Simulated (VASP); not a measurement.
Runs of VASP 6.6.1 on SbSeBr3. The structure is that of space group Cmmm (No. 65), or close to it. The cells are those of the table. The cell was built from a structure type or drawn by symmetry, and may not be a known phase.

```tsv
task	cell	k mesh	cutoff (eV)	gap on the mesh (eV)	pressure (GPa)
single point	a = 7.585, b = 7.585, c = 5.326 Å, angles 90.0, 90.0, 138.9°, 5 atoms	4 × 4 × 4	520	none	0.1
single point	a = 8.100, b = 8.100, c = 5.490 Å, angles 90.0, 90.0, 142.0°, 5 atoms	8 × 8 × 8	520	none	0.0
relaxation of cell and atoms	relaxed from a = 5.637, b = 5.637, c = 5.146 Å, angles 90.0, 90.0, 109.4°, 5 atoms	4 × 4 × 4	600	none	0.0
single point	a = 5.637, b = 5.637, c = 5.146 Å, angles 90.0, 90.0, 109.4°, 5 atoms	4 × 4 × 4	520	none	(a)
```

Alike in all rows: level PBE; potentials or basis VASP PAW PBE potentials, release 64 (Sb, Se, Br); no spin polarisation; smearing gaussian 0.1 eV.

Fill in the values left out.

(a) 1.1.

Caveats: spin-orbit coupling is left out, which moves the levels of the heavy elements.

A k mesh can miss the band edges, and the runs leave out spin-orbit coupling on Br, Sb, Se.

A gap of «none» marks levels without a gap at the run's occupations.
